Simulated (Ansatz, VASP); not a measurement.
## AlCuC4N4: VASP beside Ansatz

INCAR

```
PREC = Accurate ; ENCUT = 820
EDIFF = 1E-6 ; ISMEAR = 0
SIGMA = 0.1 ; LREAL = False
LASPH = True ; NELM = 200
ALGO = Normal ; ISIF = 2
LWAVE = False ; LCHARG = False
ISPIN = 2 ; MAGMOM = 0 1 0 0 0 0 0 0 0 0
LORBIT = 11 ; LMAXMIX = 4
GGA = PE ; NBANDS = 44
GGA_COMPAT = False
```

File KPOINTS:

```
regular mesh
0
Gamma
  4 4 4
```

Contents of POSCAR:

```
AlCuC4N4
1.0
    5.8306603700      0.0000000000      0.0000000000
    0.0000000000      5.8306603700      0.0000000000
    0.0000000000      0.0000000000      5.8306603700
Al Cu C N
1 1 4 4
Direct
    0.5000000000      0.5000000000      0.5000000000
    0.0000000000      0.0000000000      0.0000000000
    0.1898207700      0.1898207700      0.1898207700
    0.1898207700      0.8101792300      0.8101792300
    0.8101792300      0.1898207700      0.8101792300
    0.8101792300      0.8101792300      0.1898207700
    0.3056738300      0.3056738300      0.3056738300
    0.3056738300      0.6943261700      0.6943261700
    0.6943261700      0.3056738300      0.6943261700
    0.6943261700      0.6943261700      0.3056738300
```

Input for Ansatz:

```yaml
crystal:
  lattice:
    - [5.83066037, 0.0, 0.0]
    - [0.0, 5.83066037, 0.0]
    - [0.0, 0.0, 5.83066037]
  atoms:
    - { symbol: Al, position: [0.5, 0.5, 0.5] }
    - { symbol: Cu, position: [0.0, 0.0, 0.0], spin: 1.0 }
    - { symbol: C, position: [0.18982077, 0.18982077, 0.18982077] }
    - { symbol: C, position: [0.18982077, 0.81017923, 0.81017923] }
    - { symbol: C, position: [0.81017923, 0.18982077, 0.81017923] }
    - { symbol: C, position: [0.81017923, 0.81017923, 0.18982077] }
    - { symbol: "N", position: [0.30567383, 0.30567383, 0.30567383] }
    - { symbol: "N", position: [0.30567383, 0.69432617, 0.69432617] }
    - { symbol: "N", position: [0.69432617, 0.30567383, 0.69432617] }
    - { symbol: "N", position: [0.69432617, 0.69432617, 0.30567383] }
basis:
  ecutwfc: 420
kpoints:
  mp_grid: { grid: [4, 4, 4] }
hamiltonian:
  xc: pbe
scf:
  occupations: { method: gaussian, width: 0.1 }
  lower_state_search: "off"
output:
  forces: true
  stress: true
  eigenvalues: true
  populations: true
magnetization:
  spin_polarized: true
```

Alike in both runs: task single point; functional PBE; k mesh 4 × 4 × 4; occupations gaussian, width 0.1 eV; collinear spin.

|  | VASP | Ansatz |
| --- | --- | --- |
| version | VASP 6.6.1 | Ansatz 0.2.0 |
| potentials or method | VASP PAW PBE potentials, release 64 (Al, Cu_sv_GW, C, N), cutoff 820 eV | scalar-relativistic, plane waves, PAW |
| valence electrons in the cell | 58 | 58 |

Ansatz gave:

* gap on the k mesh at the Fermi level (eV): 3.97
* least direct gap on the mesh (eV): 4.05
* pressure (GPa): -3.1
* rms of the force components (eV/Å): 0.835
* net moment per atom (μB): 0.00

Q: Estimate VASP's values.

A: gap on the k mesh at the Fermi level (eV): 3.96; least direct gap on the mesh (eV): 4.05; pressure (GPa): -2.9; rms of the force components (eV/Å): 1.001; net moment per atom (μB): 0.00.

Atom by atom the forces differ by 0.196 eV/Å (rms over components). Ansatz's warnings: seeded moment not kept.

Noted on VASP's run: the standard files for N, O and F lose accuracy on very short bonds.
